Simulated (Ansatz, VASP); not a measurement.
**Two plane-wave programs on SnO2**

Contents of INCAR:

```
SYSTEM = SnO2
PREC     = Accurate       ! precision mode
ENCUT    = 520            ! plane-wave cutoff, eV
EDIFF    = 1E-8           ! SCF threshold, eV
ISMEAR   = -1             ! smearing method
SIGMA    = 0.01           ! smearing width, eV
LREAL    = .FALSE.        ! projectors in reciprocal space
LASPH    = .TRUE.         ! aspherical terms in the spheres
NELM     = 80             ! most SCF steps
ALGO     = Normal         ! electronic algorithm
ISIF     = 2              ! what is computed and relaxed
LWAVE    = .FALSE.        ! write WAVECAR
LCHARG   = .FALSE.        ! write CHGCAR
GGA      = PE             ! functional
LEFG     = .TRUE.       
NBANDS   = 35             ! bands
```

The input KPOINTS:

```
regular mesh
0
G
  7 7 10
  0 0 0
```

File POSCAR:

```
SnO2
1.0
    4.7880040000      0.0000000000      0.0000000000
    0.0000000000      4.8665820000      0.0000000000
    0.0000000000      0.0000000000      3.2408980000
Sn O
2 4
Direct
    0.5000000000      0.5000000000      0.5000000000
    0.0000000000      0.0000000000      0.0000000000
    0.2918550000      0.3210420000      0.0000000000
    0.7918550000      0.1789580000      0.5000000000
    0.2081450000      0.8210420000      0.5000000000
    0.7081450000      0.6789580000      0.0000000000
```

Input for Ansatz:

```yaml
crystal:
  lattice:
    - [4.788004, 0.0, 0.0]
    - [0.0, 4.866582, 0.0]
    - [0.0, 0.0, 3.240898]
  atoms:
    - { symbol: Sn, position: [0.5, 0.5, 0.5] }
    - { symbol: Sn, position: [0.0, 0.0, 0.0] }
    - { symbol: O, position: [0.291855, 0.321042, 0.0] }
    - { symbol: O, position: [0.791855, 0.178958, 0.5] }
    - { symbol: O, position: [0.208145, 0.821042, 0.5] }
    - { symbol: O, position: [0.708145, 0.678958, 0.0] }
kpoints:
  mp_grid: { grid: [7, 7, 10] }
scf:
  occupations: { method: fermi_dirac, width: 0.01 }
hamiltonian:
  xc: pbe
  pseudopotentials: { kind: paw }
output:
  forces: true
  stress: true
  populations: true
  efg:
    quadrupole_moments_barn: { Sn: -0.132, O: -0.02558 }
    contact_densities: true
```

Alike in both runs: task electric field gradients; functional PBE; k mesh 7 × 7 × 10; occupations fermi-dirac, width 0.01 eV; no spin polarisation.

|  | VASP | Ansatz |
| --- | --- | --- |
| version | VASP 6.6.1 | Ansatz 0.2.0 |
| potentials or method | VASP PAW PBE potentials, release 64 (Sn_d, O) | plane-wave PAW, scalar-relativistic |
| plane-wave cutoff (eV) | 520 | 420 |
| valence electrons in the cell | 52 | 52 |

|  | VASP | Ansatz | Ansatz less VASP |
| --- | --- | --- | --- |
| gap on the k mesh at the Fermi level (eV) | 0.80 | 0.81 | +0.011 |
| pressure (GPa) | 0.0 | -0.5 | -0.59 |
| traceless stress, the component that is largest in VASP (GPa) | 0.12 | 0.21 | +0.091 |
| rms of the force components (eV/Å) | 0.031 | 0.034 | +0.0026 |
| size of Vzz on the site where it differs most (V/Å²) | 53.7 | 51.3 | -2.39 |

Atom by atom the forces differ by 0.008 eV/Å (rms over components).
